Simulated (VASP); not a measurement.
Here is a VASP 6.6.1 calculation.

POSCAR

```
TiTe2
1.0
    3.7728634348      0.0000000000      0.0000000000
   -1.8864317174      3.2673955795      0.0000000000
    0.0000000000      0.0000000000      6.5786398727
Ti Te
1 2
Direct
    0.0000000000      0.0000000000      0.0000000000
    0.6666666667      0.3333333333      0.2577795245
    0.3333333333      0.6666666667      0.7422204755
```

Contents of INCAR.step1:

```
PREC = Accurate ; ENCUT = 520
ISMEAR = 0 ; SIGMA = 0.1
LREAL = False ; LASPH = True
NELM = 60 ; NBANDS = 19
GGA = PE ; ALGO = Normal
EDIFF = 1E-4 ; LWAVE = True
LCHARG = False
```

Contents of INCAR.step2:

```
PREC = Accurate ; ENCUT = 520
EDIFF = 1E-7 ; ISMEAR = 0
SIGMA = 0.1 ; LREAL = False
LASPH = True ; NELM = 60
ALGO = Normal ; ISIF = 2
LWAVE = False ; LCHARG = False
METAGGA = R2SCAN ; LMIXTAU = True
NBANDS = 19 ; ISTART = 1
```

The input KPOINTS:

```
Automatic mesh
0
Gamma
  12 12 8
```

Potentials or basis: VASP PAW PBE potentials, release 64 (Ti_sv, Te).

The run is started by

```bash
$ cat potpaw_PBE.64/Ti_sv/POTCAR potpaw_PBE.64/Te/POTCAR > POTCAR
$ cp INCAR.step1 INCAR
$ mpirun -np 1 vasp_std > vasp.out
$ cp INCAR.step2 INCAR
$ mpirun -np 1 vasp_std > vasp.out
```

Q: What does it give for the largest force?

A: 0.017 eV/Å.

Q: What does it give for the pressure?

A: 1.5 GPa.

Forces in eV/Å, atoms in the order of the input:
```
Ti   0.000  0.000  0.000
Te   0.000  0.000  0.017
Te   0.000  0.000 -0.017
```

Caveat: the PAW data sets were made with another functional, which shifts forces and pressure a little.
